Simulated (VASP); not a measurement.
# LaBi (Fm-3m) in VASP: notebook

The runs below take LaBi through single point, with LDA.

Program: VASP 6.6.1. These are calculated values, not measurements. Logs are shortened: lines on timing, memory, paths and dates and some standing lists are left out, and cuts for length are marked.

### Step 1. The cell of the first run

It takes space group Fm-3m (No. 225, cubic). The conventional cell has a = 6.476 Å, b = 6.476 Å, c = 6.476 Å, α = 90.00°, β = 90.00°, γ = 90.00°. Within 4.3 Å of La (site symmetry m-3m) lie 6 Bi at 3.24 Å. Bi (site symmetry m-3m) has 6 La at 3.24 Å within 4.3 Å.

### Step 2. Single point, LDA

The input, INCAR:

```
SYSTEM = LaBi
ALGO = Normal
EDIFF = 1E-6
ENCUT = 520
GGA = CA
ISIF = 2
ISMEAR = 1
LASPH = .TRUE.
LCHARG = .TRUE.
LELF = .TRUE.
LREAL = .FALSE.
LVHAR = .TRUE.
LWAVE = .FALSE.
NBANDS = 20
NELM = 60
PREC = Accurate
SIGMA = 0.05
```

The input, KPOINTS:

```
k-points
0
G
  6 6 6
  0 0 0
```

The input, POSCAR:

```
LaBi
1.0
    0.0000000000      3.2381364536      3.2381364536
    3.2381364536      0.0000000000      3.2381364536
    3.2381364536      3.2381364536      0.0000000000
La Bi
1 1
Direct
    0.0000000000      0.0000000000      0.0000000000
    0.5000000000      0.5000000000      0.5000000000
```

Potentials or basis: VASP PAW LDA potentials, release 64 (La, Bi_d).

Started as:

```sh
> cat potpaw_LDA.64/La/POTCAR potpaw_LDA.64/Bi_d/POTCAR > POTCAR
> mpirun -np 1 vasp_std > vasp.out
```

OUTCAR:

```text
SYSTEM = LaBi
   EDIFF = 1E-6
   ENCUT = 520
   GGA = CA
   ISIF = 2
   ISMEAR = 1
   LASPH = .TRUE.
   LREAL = .FALSE.
   NELM = 60
   PREC = Accurate

 ion  position               nearest neighbor table
   1  0.000  0.000  0.000-   2 3.24   2 3.24   2 3.24   2 3.24   2 3.24   2 3.24
   2  0.500  0.500  0.500-   1 3.24   1 3.24   1 3.24   1 3.24   1 3.24   1 3.24

  LATTYP: Found a face centered cubic cell.
 ALAT       =     6.4762729072

  Lattice vectors:

 A1 = (   0.0000000000,   3.2381364536,   3.2381364536)
 A2 = (   3.2381364536,   0.0000000000,   3.2381364536)
 A3 = (   3.2381364536,   3.2381364536,   0.0000000000)

Analysis of symmetry for initial positions (statically):
=====================================================================
 Subroutine PRICEL returns:
 Original cell was already a primitive cell.

 Routine SETGRP: Setting up the symmetry group for a
 face centered cubic supercell.

 Subroutine GETGRP returns: Found 48 space group operations
 (whereof 48 operations were pure point group operations)
 out of a pool of 48 trial point group operations.

The static configuration has the point symmetry O_h .

Analysis of symmetry for dynamics (positions and initial velocities):
=====================================================================
 Subroutine PRICEL returns:
 Original cell was already a primitive cell.

 Routine SETGRP: Setting up the symmetry group for a
 face centered cubic supercell.

 Subroutine GETGRP returns: Found 48 space group operations
 (whereof 48 operations were pure point group operations)
 out of a pool of 48 trial point group operations.

The dynamic configuration has the point symmetry O_h .

 Subroutine INISYM returns: Found 48 space group operations
 (whereof 48 operations are pure point group operations),
 and found     1 'primitive' translations

----------------------------------------------------------------------------------------

                                     Primitive cell

  volume of cell :      67.9071

  direct lattice vectors                    reciprocal lattice vectors
     0.000000000  3.238136454  3.238136454    -0.154409799  0.154409799  0.154409799
     3.238136454  0.000000000  3.238136454     0.154409799 -0.154409799  0.154409799
     3.238136454  3.238136454  0.000000000     0.154409799  0.154409799 -0.154409799

  length of vectors
     4.579416489  4.579416489  4.579416489     0.267445618  0.267445618  0.267445618

  position of ions in fractional coordinates (direct lattice)
     0.000000000  0.000000000  0.000000000
     0.500000000  0.500000000  0.500000000

  ion indices of the primitive-cell ions
   primitive index   ion index
                 1           1
                 2           2

----------------------------------------------------------------------------------------

 KPOINTS: k-points

Automatic generation of k-mesh.
 Grid dimensions read from file:
 generate k-points for:    6    6    6

 Generating k-lattice:

  Cartesian coordinates                     Fractional coordinates (reciprocal lattice)
    -0.025734967  0.025734967  0.025734967     0.166666667  0.000000000  0.000000000
     0.025734967 -0.025734967  0.025734967     0.000000000  0.166666667  0.000000000
     0.025734967  0.025734967 -0.025734967     0.000000000  0.000000000  0.166666667

  Length of vectors
     0.044574270  0.044574270  0.044574270

  Shift w.r.t. Gamma in fractional coordinates (k-lattice)
     0.000000000  0.000000000  0.000000000

 Subroutine IBZKPT returns following result:
 ===========================================

 Found     16 irreducible k-points:

 Following reciprocal coordinates:
            Coordinates               Weight
  0.000000  0.000000  0.000000      1.000000
  0.166667  0.000000  0.000000      8.000000
  0.333333  0.000000  0.000000      8.000000
  0.500000  0.000000  0.000000      4.000000
  0.166667  0.166667  0.000000      6.000000
  0.333333  0.166667  0.000000     24.000000
[... 8 lines left out ...]
 -0.333333  0.333333  0.166667     24.000000
 -0.333333  0.500000  0.166667     12.000000
   k-points           NKPTS =     16   k-points in BZ     NKDIM =     16   number of bands    NBANDS=     20
   number of dos      NEDOS =    301   number of ions     NIONS =      2
   total plane-waves  NPLWV =  46656
   dimension x,y,z NGX =    36 NGY =   36 NGZ =   36
   dimension x,y,z NGXF=    72 NGYF=   72 NGZF=   72
   ions per type =               1   1
   NGX,Y,Z   is equivalent  to a cutoff of  13.07, 13.07, 13.07 a.u.
   NGXF,Y,Z  is equivalent  to a cutoff of  26.14, 26.14, 26.14 a.u.
 SYSTEM =  LaBi
   PREC   = accura    normal or accurate (medium, high low for compatibility)
   ISTART =      0    job   : 0-new  1-cont  2-samecut
   ICHARG =      2    charge: 1-file 2-atom 10-const
   ISPIN  =      1    spin polarized calculation?
   LNONCOLLINEAR =      F non collinear calculations
   LSORBIT =      F    spin-orbit coupling
   LASPH  =      T    aspherical Exc in radial PAW
   ENCUT  =  520.0 eV  38.22 Ry    6.18 a.u.   8.51  8.51  8.51*2*pi/ulx,y,z
   NELM   =     60;   NELMIN=  2; NELMDL= -5     # of ELM steps
   EDIFF  = 0.1E-05   stopping-criterion for ELM
   LREAL  =      F    real-space projection
   EDIFFG = 0.1E-04   stopping-criterion for IOM
   NSW    =      0    number of steps for IOM
   IBRION =     -1    ionic relax: 0-MD 1-quasi-New 2-CG
   NFREE  =      0    steps in history (QN), initial steepest desc. (CG)
   ISIF   =      2    stress and relaxation
   ISYM   =      2    0-nonsym 1-usesym 2-fastsym
   POTIM  = 0.5000    time-step for ionic-motion
   TEBEG  =    0.0;   TEEND  =   0.0 temperature during run
   PSTRESS=    0.0 pullay stress
   NELECT =      26.0000    total number of electrons
   NUPDOWN=      -1.0000    fix difference up-down
   EMIN   =  10.00;   EMAX   =-10.00  energy-range for DOS
   EFERMI =   0.00;   METHOD = LEGACY
   ISMEAR =     1;   SIGMA  =   0.05  broadening in eV -4-tet -1-fermi 0-gaus
   EFERMI_NEDOS =   21; number of points for ismear=-14 and -15
   IALGO  =     38    algorithm
   IMIX   =      4    mixing-type and parameters
     AMIX     =   0.40;   BMIX     =  1.00
     AMIX_MAG =   1.60;   BMIX_MAG =  1.00
  volume/ion in A,a.u.               =      33.95       229.13
  Fermi-wavevector in a.u.,A,eV,Ry     =   1.188760  2.246430 19.227073  1.413150
  Thomas-Fermi vector in A             =   2.324882
   LORBIT       =      0    0 simple, 1 ext, 2 COOP (PROOUT), +10 PAW based schemes
   GGA     = CA    functional components
   LHFCALC =     F    Hartree Fock is set to
   AEXX    =    0.0000 exact exchange contribution
   IVDW    =     0    specifies the selected vdW correction
   LEPSILON=     F    determine dielectric tensor
   LRPA    =     F    only Hartree local field effects (RPA)
 non-spin polarized calculation
 Methfessel and Paxton  Order N= 1 SIGMA  =   0.05
  energy-cutoff  :      520.00
  volume of cell :       67.91
 maximum number of plane-waves:      1853
 NGX is ok and might be reduce to    36
   NGX = 17   NGY = 17   NGZ = 17

 number of electron      25.9999999 magnetization

 Free energy of the ion-electron system (eV)
  ---------------------------------------------------
  ext. energy  EPLUGINS =         0.00000000
  ---------------------------------------------------
  free energy    TOTEN  =       -12.28465091 eV

  energy without entropy =      -12.28508753  energy(sigma->0) =      -12.28479645

 E-fermi :   6.9991     XC(G=0):  -9.9929

 val. band max:        6.9532293912   @ k =   0.1667   0.1667   0.0000
 cond. band min:       7.0654007241   @ k =   0.3333   0.3333   0.0000
 fundamental gap:      0.1121713329
 Fermi energy:         6.9991012489

 k-point     1 :       0.0000    0.0000    0.0000
  band No.  band energies     occupation
      1     -25.3187      2.00000
      2     -14.5351      2.00000
      3     -14.5351      2.00000
      4     -14.4750      2.00000
      5     -14.4750      2.00000
      6     -14.4750      2.00000
[... 12 lines left out ...]
     19       9.2861      0.00000
     20       9.2867      0.00000

 k-point     2 :       0.1667    0.0000    0.0000
  band No.  band energies     occupation
      1     -25.3133      2.00000
      2     -14.5409      2.00000
      3     -14.5409      2.00000
      4     -14.4749      2.00000
      5     -14.4732      2.00000
      6     -14.4732      2.00000
[... 12 lines left out ...]
     19       9.2053      0.00000
     20       9.2903      0.00000

 k-point     3 :       0.3333    0.0000    0.0000
  band No.  band energies     occupation
      1     -25.3026      2.00000
      2     -14.5528      2.00000
      3     -14.5528      2.00000
      4     -14.4750      2.00000
      5     -14.4693      2.00000
      6     -14.4693      2.00000
[... 12 lines left out ...]
     19       9.2346      0.00000
     20       9.2962      0.00000

 k-point     4 :       0.5000    0.0000    0.0000
  band No.  band energies     occupation
      1     -25.2973      2.00000
      2     -14.5588      2.00000
      3     -14.5588      2.00000
      4     -14.4751      2.00000
      5     -14.4672      2.00000
      6     -14.4672      2.00000
[... 12 lines left out ...]
     19       9.2606      0.00000
     20       9.2994      0.00000

 k-point     5 :       0.1667    0.1667    0.0000
  band No.  band energies     occupation
      1     -25.3118      2.00000
      2     -14.5466      2.00000
      3     -14.5336      2.00000
      4     -14.4762      2.00000
      5     -14.4719      2.00000
      6     -14.4719      2.00000
[... 12 lines left out ...]
     19       9.1873      0.00000
     20       9.3625      0.00000
[... 169 lines left out ...]
      6     -14.4608      2.00000
[... 12 lines left out ...]
     19       9.2467      0.00000
     20       9.6953      0.00000

 k-point    14 :       0.5000    0.3333    0.1667
  band No.  band energies     occupation
      1     -25.2975      2.00000
      2     -14.5490      2.00000
      3     -14.5346      2.00000
      4     -14.4750      2.00000
      5     -14.4675      2.00000
      6     -14.4649      2.00000
[... 12 lines left out ...]
     19       9.2389      0.00000
     20       9.3082      0.00000

 k-point    15 :      -0.3333    0.3333    0.1667
  band No.  band energies     occupation
      1     -25.2945      2.00000
      2     -14.5500      2.00000
      3     -14.5305      2.00000
      4     -14.4717      2.00000
      5     -14.4699      2.00000
      6     -14.4629      2.00000
[... 12 lines left out ...]
     19       9.2482      0.00000
     20       9.2768      0.00000

 k-point    16 :      -0.3333    0.5000    0.1667
  band No.  band energies     occupation
      1     -25.2939      2.00000
      2     -14.5423      2.00000
      3     -14.5204      2.00000
      4     -14.4756      2.00000
      5     -14.4661      2.00000
      6     -14.4608      2.00000
[... 12 lines left out ...]
     19       9.2468      0.00000
     20       9.3234      0.00000

------------------------ aborting loop because EDIFF is reached ----------------------------------------

  FORCE on cell =-STRESS in cart. coord.  units (eV):
  Direction    XX          YY          ZZ          XY          YZ          ZX
  --------------------------------------------------------------------------------------
  -------------------------------------------------------------------------------------
  Total        0.3604188      0.3604188      0.3604188      0.0000000     -0.0000000      0.0000000
  in kB        8.5035952      8.5035952      8.5035952      0.0000000     -0.0000000      0.0000000
  external PRESSURE =       8.5035952 kB  Pullay stress =       0.0000000 kB

 VOLUME and BASIS-vectors are now :
 -----------------------------------------------------------------------------
  energy-cutoff  :      520.00
  volume of cell :       67.91
      direct lattice vectors                 reciprocal lattice vectors
     0.000000000  3.238136454  3.238136454    -0.154409799  0.154409799  0.154409799
     3.238136454  0.000000000  3.238136454     0.154409799 -0.154409799  0.154409799
     3.238136454  3.238136454  0.000000000     0.154409799  0.154409799 -0.154409799

 POSITION                                       TOTAL-FORCE (eV/Angst)
 -----------------------------------------------------------------------------------
      0.00000      0.00000      0.00000         0.000000     -0.000000     -0.000000
      3.23814      3.23814      3.23814        -0.000000      0.000000      0.000000
 -----------------------------------------------------------------------------------
    total drift:                                0.000000      0.000000      0.000000

  FREE ENERGIE OF THE ION-ELECTRON SYSTEM (eV)
  ---------------------------------------------------
  free  energy   TOTEN  =       -12.2846509060 eV

  energy  without entropy=      -12.2850875348  energy(sigma->0) =      -12.28479645
```

Wall time 46 s (1 thread of AMD EPYC 7R13 (Zen 3), shared host); peak memory 0.16 GiB.

What came out:

| Property | Result |
| --- | --- |
| Free energy | -12.2847 eV |
| Pressure | 0.9 GPa |
| Band gap on the k mesh | zero (band 13 reaches 7.39 eV, above the bottom of band 14 at 6.89 eV) |

Caveat: spin-orbit coupling is left out, which moves the levels of the heavy elements.

### Step 3. Single point, LDA

This run uses another cell than the first one, of 35.37 Å³/atom, 1.042 times its volume.

The input, INCAR:

```
SYSTEM = LaBi
PREC = Accurate
ENCUT = 520
EDIFF = 1E-6
ISMEAR = 1
SIGMA = 0.05
LREAL = .False.
LASPH = .True.
NELM = 80
ALGO = Normal
ISIF = 2
LWAVE = .False.
LCHARG = .False.
GGA = CA
NBANDS = 20
```

The input, KPOINTS:

```
regular mesh
0
Gamma
  6 6 6
  0 0 0
```

The input, POSCAR:

```
LaBi
1.0
    0.0000000000      3.2825000000      3.2825000000
    3.2825000000      0.0000000000      3.2825000000
    3.2825000000      3.2825000000      0.0000000000
La Bi
1 1
Direct
    0.0000000000      0.0000000000      0.0000000000
    0.5000000000      0.5000000000      0.5000000000
```

Potentials or basis: VASP PAW LDA potentials, release 64 (La, Bi_d).

Started as:

```sh
> cat potpaw_LDA.64/La/POTCAR potpaw_LDA.64/Bi_d/POTCAR > POTCAR
> mpirun -np 1 vasp_std > vasp.out
```

Run time: 37 s. Hardware: 1 thread of AMD EPYC 7R13 (Zen 3), shared host; peak memory 0.16 GiB.

The run converged. Its results:

```yaml
Free_energy: -12.2797 eV
Pressure: -1.4 GPa
Band_gap_on_the_k_mesh: zero (band 13 reaches 6.95 eV, above the bottom of band 14 at 6.47 eV)
```

Levels at points of the mesh, in eV from the Fermi level:
| k point | band 10 | band 11 | band 12 | band 13 | band 14 | band 15 | band 16 | band 17 |
| --- | --- | --- | --- | --- | --- | --- | --- | --- |
| (0.00, 0.00, 0.00) | -10.44 | 0.27 | 0.27 | 0.27 | 1.26 | 1.26 | 1.26 | 1.70 |
| (0.50, 0.00, 0.00) | -9.37 | -3.25 | -1.60 | -1.60 | 1.64 | 1.82 | 1.82 | 1.99 |
| (0.50, 0.50, 0.00) | -10.02 | -1.52 | -0.23 | -0.23 | -0.21 | 1.85 | 1.89 | 1.93 |

Caveat: spin-orbit coupling is left out, which moves the levels of the heavy elements.

### Step 4. Single point, LDA

This run uses another cell than the first one, of 36.78 Å³/atom, 1.083 times its volume.

The input, INCAR:

```
SYSTEM = LaBi
PREC     = Accurate       ! precision mode
ENCUT    = 520            ! plane-wave cutoff, eV
EDIFF    = 1E-6           ! SCF threshold, eV
ISMEAR   = 1              ! smearing method
SIGMA    = 0.05           ! smearing width, eV
LREAL    = .FALSE.        ! projectors in reciprocal space
LASPH    = .TRUE.         ! aspherical terms in the spheres
NELM     = 100            ! most SCF steps
ALGO     = Normal         ! electronic algorithm
ISIF     = 2              ! what is computed and relaxed
LWAVE    = .FALSE.        ! write WAVECAR
LCHARG   = .TRUE.         ! write CHGCAR
LELF     = .TRUE.         ! ELF
LVHAR    = .TRUE.       
NBANDS   = 20             ! bands
```

The input, KPOINTS:

```
Automatic mesh
0
G
  6 6 6
  0 0 0
```

The input, POSCAR:

```
LaBi
1.0
    0.0000000000      3.3256957430      3.3256957430
    3.3256957430      0.0000000000      3.3256957430
    3.3256957430      3.3256957430      0.0000000000
La Bi
1 1
Direct
    0.0000000000      0.0000000000      0.0000000000
    0.5000000000      0.5000000000      0.5000000000
```

Started as:

```sh
> cat potpaw_LDA.64/La/POTCAR potpaw_LDA.64/Bi_d/POTCAR > POTCAR
> mpirun -np 1 vasp_std > vasp.out
```

Wall time 40 s (1 thread of AMD EPYC 7R13 (Zen 3), shared host); peak memory 0.16 GiB.

The run converged. Its results:

```
Free energy            : -12.2383 eV
Pressure               : -3.3 GPa
Band gap on the k mesh : zero (band 13 reaches 6.55 eV, above the bottom of band 14 at 6.16 eV)
```

Levels at points of the mesh, in eV from the Fermi level:
| k point | band 9 | band 10 | band 11 | band 12 | band 13 | band 14 | band 15 | band 16 | band 17 | band 18 |
| --- | --- | --- | --- | --- | --- | --- | --- | --- | --- | --- |
| (0.00, 0.00, 0.00) | -16.20 | -10.24 | 0.35 | 0.35 | 0.35 | 1.35 | 1.35 | 1.35 | 1.70 | 2.01 |
| (0.50, 0.00, 0.00) | -16.17 | -9.29 | -3.05 | -1.43 | -1.43 | 1.65 | 1.81 | 1.81 | 1.96 | 1.96 |
| (0.50, 0.50, 0.00) | -16.28 | -9.84 | -1.43 | -0.16 | -0.16 | -0.04 | 1.84 | 1.86 | 1.90 | 1.90 |

Caveat: spin-orbit coupling is left out, which moves the levels of the heavy elements.

### Step 5. Summary

```tsv
cell	gap on the mesh (eV)	pressure (GPa)
a = 4.579 Å, angles 60.0°, 2 atoms	none	0.9
a = 4.642 Å, angles 60.0°, 2 atoms	none	-1.4
a = 4.703 Å, angles 60.0°, 2 atoms	none	-3.3
```

Alike in all rows: task single point; level LDA; potentials or basis VASP PAW LDA potentials, release 64 (La, Bi_d); no spin polarisation; k mesh 6 × 6 × 6; cutoff (eV) 520; smearing methfessel-paxton 0.05 eV.

Caveats: spin-orbit coupling is left out, which moves the levels of the heavy elements.

Absolute energies hang on the potentials; compare differences alone.
